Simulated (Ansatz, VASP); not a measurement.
## In2Sb2Cl in VASP and in Ansatz

Contents of INCAR:

```
SYSTEM = In2Sb2Cl
ALGO = Normal
DIPOL = 0.5 0.5 0.342
EDIFF = 1E-7
ENCUT = 520
GGA = PE
IDIPOL = 3
ISIF = 2
ISMEAR = 0
IVDW = 12
LASPH = .TRUE.
LCHARG = .TRUE.
LDIPOL = .TRUE.
LELF = .TRUE.
LREAL = .FALSE.
LVACPOTAV = .TRUE.
LVHAR = .TRUE.
LWAVE = .FALSE.
NBANDS = 30
NELM = 60
PREC = Accurate
SIGMA = 0.1
```

The input KPOINTS:

```
k-points
0
G
  6 6 1
  0 0 0
```

POSCAR

```
In2Sb2Cl
1.0
    4.6293886023      0.0000000000      0.0000000000
   -2.3146943012      4.0091681336      0.0000000000
    0.0000000000      0.0000000000     22.0151773295
Sb In Cl
2 2 1
Direct
    0.0000000000      0.0000000000      0.1816928358
    0.3333333333      0.6666666667      0.3609342971
    0.3333333333      0.6666666667      0.2246164052
    0.6666666667      0.3333333333      0.3958713209
    1.3333333333      0.5555555556      0.5457679105
```

Input for Ansatz:

```yaml
crystal:
  lattice:
    - [4.6293886023, 0.0, 0.0]
    - [-2.3146943012, 4.0091681336, 0.0]
    - [0.0, 0.0, 22.0151773295]
  atoms:
    - { symbol: Sb, position: [0.0, 0.0, 0.1816928358] }
    - { symbol: In, position: [0.3333333333, 0.6666666667, 0.2246164052] }
    - { symbol: Sb, position: [0.3333333333, 0.6666666667, 0.3609342971] }
    - { symbol: In, position: [0.6666666667, 0.3333333333, 0.3958713209] }
    - { symbol: Cl, position: [1.3333333333, 0.5555555556, 0.5457679105] }
basis:
  ecutwfc: 420
kpoints:
  mp_grid: { grid: [6, 6, 1] }
hamiltonian:
  xc: pbe
  pseudopotentials: { kind: paw, azcp: { folder: soft_1 } }
  dispersion: d3bj
scf:
  occupations: { method: gaussian, width: 0.1 }
output:
  forces: true
  eigenvalues: true
efield:
  axis: 3
  dipole_correction: true
  ramp_width: 0.04
```

Alike in both runs: task single point; functional PBE; dispersion D3(BJ); k mesh 6 × 6 × 1; occupations gaussian, width 0.1 eV; no spin polarisation.

```csv
,VASP,Ansatz
version,VASP 6.6.1,Ansatz 0.2.0
potentials or method,"VASP PAW PBE potentials, release 64 (Sb, In_d, Cl), cutoff 520 eV","scalar-relativistic, plane waves, PAW"
valence electrons in the cell,43,63
```

```csv
,VASP,Ansatz,Ansatz less VASP
gap on the k mesh at the Fermi level (eV),none,none,-
rms of the force components (eV/Å),0.285,0.284,-0.0004
"work function, face that differs most (eV)",8.47,8.47,+0.004
```

A gap of «none» marks a metal or a gap that the smearing closes. VASP's potentials hold 43 valence electrons a cell and Ansatz's 63, so a difference there can come from the potentials and not from the codes.

Spin-orbit coupling is off throughout.
